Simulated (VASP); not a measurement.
# HfBe2Si2 (I4/mmm) in VASP: notebook, part 2 of 2

VASP 6.6.1. The steps go on from the part before.

### Step 4. Relaxation of cell and atoms, PBE

This run uses another cell than the first one, of 12.70 Å³/atom.

Input file INCAR:

```
ALGO = Fast ; EDIFF = 1E-6
EDIFFG = -0.01 ; ENCUT = 600
GGA = PE ; IBRION = 2
ISIF = 3 ; ISMEAR = 0
LASPH = True ; LCHARG = False
LREAL = False ; LWAVE = False
NELM = 60 ; NSW = 100
PREC = Accurate ; SIGMA = 0.1
```

Input file KPOINTS:

```
k-points
0
Gamma
  14 14 14
```

Input file POSCAR:

```
HfBe2Si2
1.0
   -1.8203383439      1.8203383439      4.7898375442
    1.8203383439     -1.8203383439      4.7898375442
    1.8203383439      1.8203383439     -4.7898375442
Hf Be Si
1 2 2
Direct
    0.0000000000      0.0000000000      0.0000000000
    0.3957213729      0.3957213729      0.0000000000
    0.6042786271      0.6042786271      0.0000000000
    0.7500000000      0.2500000000      0.5000000000
    0.2500000000      0.7500000000      0.5000000000
```

Potentials or basis: VASP PAW PBE potentials, release 64 (Hf_pv, Be, Si).

Run with:

```bash
cat potpaw_PBE.64/Hf_pv/POTCAR potpaw_PBE.64/Be/POTCAR potpaw_PBE.64/Si/POTCAR > POTCAR
mpirun -np 1 vasp_std > vasp.out
```

OUTCAR:

```text
EDIFF = 1E-6
   EDIFFG = -0.01
   ENCUT = 600
   GGA = PE
   IBRION = 2
   ISIF = 3
   ISMEAR = 0
   LASPH = True
   LREAL = False
   NELM = 60
   NSW = 100
   PREC = Accurate

 ion  position               nearest neighbor table
   1  0.000  0.000  0.000-   3 2.76   3 2.76   3 2.76   2 2.76   3 2.76   2 2.76   2 2.76   2 2.76
                             5 3.01   4 3.01   5 3.01   4 3.01   4 3.01   4 3.01   5 3.01   5 3.01
   2  0.396  0.396  0.000-   3 2.00   4 2.29   5 2.29   5 2.29   4 2.29   1 2.76   1 2.76   1 2.76
                             1 2.76
   3  0.604  0.604  0.000-   2 2.00   4 2.29   5 2.29   4 2.29   5 2.29   1 2.76   1 2.76   1 2.76
                             1 2.76
   4  0.750  0.250  0.500-   3 2.29   2 2.29   2 2.29   3 2.29   5 2.57   5 2.57   5 2.57   5 2.57
                             1 3.01   1 3.01   1 3.01   1 3.01
   5  0.250  0.750  0.500-   3 2.29   2 2.29   2 2.29   3 2.29   4 2.57   4 2.57   4 2.57   4 2.57
                             1 3.01   1 3.01   1 3.01   1 3.01

  LATTYP: Found a body centered tetragonal cell.
 ALAT       =     3.6406766878
 C/A-ratio  =     2.6312897052

  Lattice vectors:

 A1 = (  -1.8203383439,   1.8203383439,   4.7898375442)
 A2 = (   1.8203383439,  -1.8203383439,   4.7898375442)
 A3 = (   1.8203383439,   1.8203383439,  -4.7898375442)

Analysis of symmetry for initial positions (statically):
=====================================================================
 Subroutine PRICEL returns:
 Original cell was already a primitive cell.

 Routine SETGRP: Setting up the symmetry group for a
 body centered tetragonal supercell.

 Subroutine GETGRP returns: Found 16 space group operations
 (whereof 16 operations were pure point group operations)
 out of a pool of 16 trial point group operations.

The static configuration has the point symmetry D_4h.

Analysis of symmetry for dynamics (positions and initial velocities):
=====================================================================
 Subroutine PRICEL returns:
 Original cell was already a primitive cell.

 Routine SETGRP: Setting up the symmetry group for a
 body centered tetragonal supercell.

 Subroutine GETGRP returns: Found 16 space group operations
 (whereof 16 operations were pure point group operations)
 out of a pool of 16 trial point group operations.

The dynamic configuration has the point symmetry D_4h.

 Subroutine INISYM returns: Found 16 space group operations
 (whereof 16 operations are pure point group operations),
 and found     1 'primitive' translations

----------------------------------------------------------------------------------------

                                     Primitive cell

  volume of cell :      63.4870

  direct lattice vectors                    reciprocal lattice vectors
    -1.820338344  1.820338344  4.789837544     0.000000000  0.274674212  0.104387674
     1.820338344 -1.820338344  4.789837544     0.274674212  0.000000000  0.104387674
     1.820338344  1.820338344 -4.789837544     0.274674212  0.274674212  0.000000000

  length of vectors
     5.437812710  5.437812710  5.437812710     0.293841299  0.293841299  0.388447996

  position of ions in fractional coordinates (direct lattice)
     0.000000000  0.000000000  0.000000000
     0.395721373  0.395721373  0.000000000
     0.604278627  0.604278627  0.000000000
     0.750000000  0.250000000  0.500000000
[... 72 lines left out ...]
   PREC   = accura    normal or accurate (medium, high low for compatibility)
   ISTART =      0    job   : 0-new  1-cont  2-samecut
   ICHARG =      2    charge: 1-file 2-atom 10-const
   ISPIN  =      1    spin polarized calculation?
   LNONCOLLINEAR =      F non collinear calculations
   LSORBIT =      F    spin-orbit coupling
   LASPH  =      T    aspherical Exc in radial PAW
   ENCUT  =  600.0 eV  44.10 Ry    6.64 a.u.  10.86 10.86 10.86*2*pi/ulx,y,z
   NELM   =     60;   NELMIN=  2; NELMDL= -5     # of ELM steps
   EDIFF  = 0.1E-05   stopping-criterion for ELM
   LREAL  =      F    real-space projection
   EDIFFG = -.1E-01   stopping-criterion for IOM
   NSW    =    100    number of steps for IOM
   IBRION =      2    ionic relax: 0-MD 1-quasi-New 2-CG
   NFREE  =      1    steps in history (QN), initial steepest desc. (CG)
   ISIF   =      3    stress and relaxation
   ISYM   =      2    0-nonsym 1-usesym 2-fastsym
   POTIM  = 0.5000    time-step for ionic-motion
   TEBEG  =    0.0;   TEEND  =   0.0 temperature during run
   PSTRESS=    0.0 pullay stress
   NELECT =      22.0000    total number of electrons
   NUPDOWN=      -1.0000    fix difference up-down
   EMIN   =  10.00;   EMAX   =-10.00  energy-range for DOS
   EFERMI =   0.00;   METHOD = LEGACY
   ISMEAR =     0;   SIGMA  =   0.10  broadening in eV -4-tet -1-fermi 0-gaus
   EFERMI_NEDOS =   21; number of points for ismear=-14 and -15
   IALGO  =     68    algorithm
   IMIX   =      4    mixing-type and parameters
     AMIX     =   0.40;   BMIX     =  1.00
     AMIX_MAG =   1.60;   BMIX_MAG =  1.00
  volume/ion in A,a.u.               =      12.70        85.69
  Fermi-wavevector in a.u.,A,eV,Ry     =   1.149884  2.172966 17.990077  1.322233
  Thomas-Fermi vector in A             =   2.286551
   LORBIT       =      0    0 simple, 1 ext, 2 COOP (PROOUT), +10 PAW based schemes
   GGA     = PE    functional components
   LHFCALC =     F    Hartree Fock is set to
   AEXX    =    0.0000 exact exchange contribution
   IVDW    =     0    specifies the selected vdW correction
   LEPSILON=     F    determine dielectric tensor
   LRPA    =     F    only Hartree local field effects (RPA)
 conjugate gradient relaxation of ions
 non-spin polarized calculation
 RMM-DIIS sequential band-by-band and
 Gauss-broadening in eV      SIGMA  =   0.10
  energy-cutoff  :      600.00
  volume of cell :       63.49
 maximum number of plane-waves:      2150
 NGX is ok and might be reduce to    48
   NGX = 21   NGY = 21   NGZ = 21

--------------------------------------- Ionic step        1  -------------------------------------------

 number of electron      22.0000000 magnetization

 Free energy of the ion-electron system (eV)
  ---------------------------------------------------
  ext. energy  EPLUGINS =         0.00000000
  ---------------------------------------------------
  free energy    TOTEN  =       -28.60667146 eV

  energy without entropy =      -28.59508317  energy(sigma->0) =      -28.60087732

------------------------ aborting loop because EDIFF is reached ----------------------------------------

  FORCE on cell =-STRESS in cart. coord.  units (eV):
  Direction    XX          YY          ZZ          XY          YZ          ZX
  --------------------------------------------------------------------------------------
  -------------------------------------------------------------------------------------
  Total        0.1207474      0.1207474     -0.7180849      0.0000000     -0.0000000     -0.0000000
  in kB        3.0472167      3.0472167    -18.1218015      0.0000000     -0.0000000     -0.0000000
  external PRESSURE =      -4.0091227 kB  Pullay stress =       0.0000000 kB
[... 221 lines left out ...]
--------------------------------------- Ionic step        7  -------------------------------------------

 number of electron      22.0000000 magnetization

 Free energy of the ion-electron system (eV)
  ---------------------------------------------------
  ext. energy  EPLUGINS =         0.00000000
  ---------------------------------------------------
  free energy    TOTEN  =       -28.61378476 eV

  energy without entropy =      -28.60082069  energy(sigma->0) =      -28.60730273

 E-fermi :   8.5626     XC(G=0): -11.3037

 val. band max:        8.5592141506   @ k =  -0.2143   0.5000   0.1429
 cond. band min:       8.5671151410   @ k =  -0.1429   0.5000   0.1429
 fundamental gap:      0.0079009903
 Fermi energy:         8.5626326313

 k-point     1 :       0.0000    0.0000    0.0000
  band No.  band energies     occupation
      1     -22.8081      2.00000
      2     -22.6756      2.00000
      3     -22.6756      2.00000
      4      -4.9865      2.00000
      5       2.6338      2.00000
      6       2.8510      2.00000
      7       4.0101      2.00000
      8       4.0101      2.00000
      9       6.0005      2.00000
     10       6.1189      2.00000
     11       8.3557      1.99656
     12       8.7604      0.00517
     13       8.7604      0.00517
     14      10.5077      0.00000
[... 401 lines left out ...]
      2     -22.7401      2.00000
      3     -22.6896      2.00000
      4      -3.7266      2.00000
      5       0.5129      2.00000
      6       1.9178      2.00000
      7       3.3986      2.00000
      8       4.7820      2.00000
      9       5.4823      2.00000
     10       6.3596      2.00000
     11       8.5239      1.41577
     12       8.9693      0.00000
     13      10.2689      0.00000
     14      10.5216      0.00000
     15      10.8097      0.00000

 [... further k-points ...]
[... 5 lines left out ...]
  --------------------------------------------------------------------------------------
  -------------------------------------------------------------------------------------
  Total        0.0049219      0.0049219     -0.0084587      0.0000000      0.0000000      0.0000000
  in kB        0.1245507      0.1245507     -0.2140489      0.0000000      0.0000000      0.0000000
  external PRESSURE =       0.0116842 kB  Pullay stress =       0.0000000 kB
[... 20 lines left out ...]
  FREE ENERGIE OF THE ION-ELECTRON SYSTEM (eV)
  ---------------------------------------------------
  free  energy   TOTEN  =       -28.6137847625 eV

  energy  without entropy=      -28.6008206916  energy(sigma->0) =      -28.60730273

 reached required accuracy - stopping structural energy minimisation
```

CONTCAR:

```text
HfBe2Si2
   1.00000000000000
    -1.8296621498545149    1.8296621498545149    4.7282234701607777
     1.8296621498545149   -1.8296621498545149    4.7282234701607777
     1.8296621498545149    1.8296621498545149   -4.7282234701607777
  Hf              Be              Si
     1     2     2
Direct
     0.0000000000000000    0.0000000000000000    0.0000000000000000
     0.3940600206021779    0.3940600206021779    0.0000000000000000
     0.6059399793978222    0.6059399793978222    0.0000000000000000
     0.7500000000000000    0.2500000000000000    0.5000000000000000
     0.2500000000000000    0.7500000000000000    0.5000000000000000

  0.00000000E+00  0.00000000E+00  0.00000000E+00
  0.00000000E+00  0.00000000E+00  0.00000000E+00
  0.00000000E+00  0.00000000E+00  0.00000000E+00
  0.00000000E+00  0.00000000E+00  0.00000000E+00
  0.00000000E+00  0.00000000E+00  0.00000000E+00
```

It took 69 min on 1 thread of Oxide Virtual Turin-like, shared host; peak memory 0.56 GiB.

What came out:

```yaml
Free_energy: -28.6138 eV
Relaxed_volume: 12.66 Å³/atom
Relaxed_cell: a = 5.390 Å, b = 5.390 Å, c = 5.390 Å, α = 140.31°, β = 140.31°, γ = 57.38°
Space_group_after_relaxing_to_0.1_Å: I4/mmm (No. 139)
Energy_gained_by_relaxing: 1.4 meV/atom
Ionic_steps: 7
Pressure_after_relaxing: 0.0 GPa
Band_gap_on_the_k_mesh: zero (bands 11 and 12 overlap by 0.95 eV)
```

The path:
```tsv
step	energy change (eV)	largest force (eV/Å)	pressure (GPa)	volume (Å³)
1	0.0000	0.1276	-0.40	63.49
2	-0.0048	0.0839	0.20	63.19
3	-0.0060	0.0523	0.68	62.97
4	-0.0071	0.0003	-0.18	63.41
5	-0.0071	0.0105	-0.05	63.33
6	-0.0071	0.0103	-0.02	63.33
7	-0.0071	0.0006	0.00	63.31
```

Final structure:
```
Hf Be Si
1.0
    -1.82966    1.82966    4.72822
     1.82966   -1.82966    4.72822
     1.82966    1.82966   -4.72822
Hf Be Si
1 2 2
Direct
  0.00000 0.00000 0.00000
  0.39406 0.39406 0.00000
  0.60594 0.60594 0.00000
  0.75000 0.25000 0.50000
  0.25000 0.75000 0.50000
```

Levels at points of the mesh, in eV from the Fermi level:
```tsv
k point	band 7	band 8	band 9	band 10	band 11	band 12	band 13	band 14	band 15
(0.00, 0.00, 0.00)	-4.55	-4.55	-2.56	-2.44	-0.21	0.20	0.20	1.95	2.61
(0.50, 0.00, 0.00)	-5.08	-2.96	-2.11	-1.59	-1.50	-0.29	1.04	1.52	2.35
(0.50, 0.50, 0.00)	-7.37	-4.64	-4.32	-4.22	0.09	1.25	1.34	2.11	3.51
(0.50, 0.50, 0.50)	-4.23	-4.03	-2.39	-1.21	-0.49	-0.49	1.59	2.02	2.19
```

Caveat: spin-orbit coupling is left out, which moves the levels of the heavy elements.

### Step 5. Summary

| task | cell | k mesh | cutoff (eV) | gap on the mesh (eV) | pressure (GPa) | relaxed volume (Å³/atom) |
| --- | --- | --- | --- | --- | --- | --- |
| relaxation of cell and atoms | relaxed from a = 5.365 Å, angles 141.4, 141.4, 55.8°, 5 atoms, atomic positions A | 6 × 6 × 6 | 600 | none | -0.1 | 12.69 |
| single point | a = 5.394 Å, angles 140.3, 140.3, 57.4°, 5 atoms, atomic positions B | 14 × 14 × 14 | 520 | none | -0.2 | - |
| relaxation of cell and atoms | relaxed from a = 5.438 Å, angles 140.9, 140.9, 56.5°, 5 atoms, atomic positions C | 14 × 14 × 14 | 600 | none | 0.0 | 12.66 |

Alike in all rows: level PBE; potentials or basis VASP PAW PBE potentials, release 64 (Hf_pv, Be, Si); no spin polarisation; smearing gaussian 0.1 eV.

Caveats: spin-orbit coupling is left out, which moves the levels of the heavy elements.

Absolute energies hang on the potentials; compare differences alone.

The gap in the log of VASP goes by the Fermi energy; the results here count the filled bands.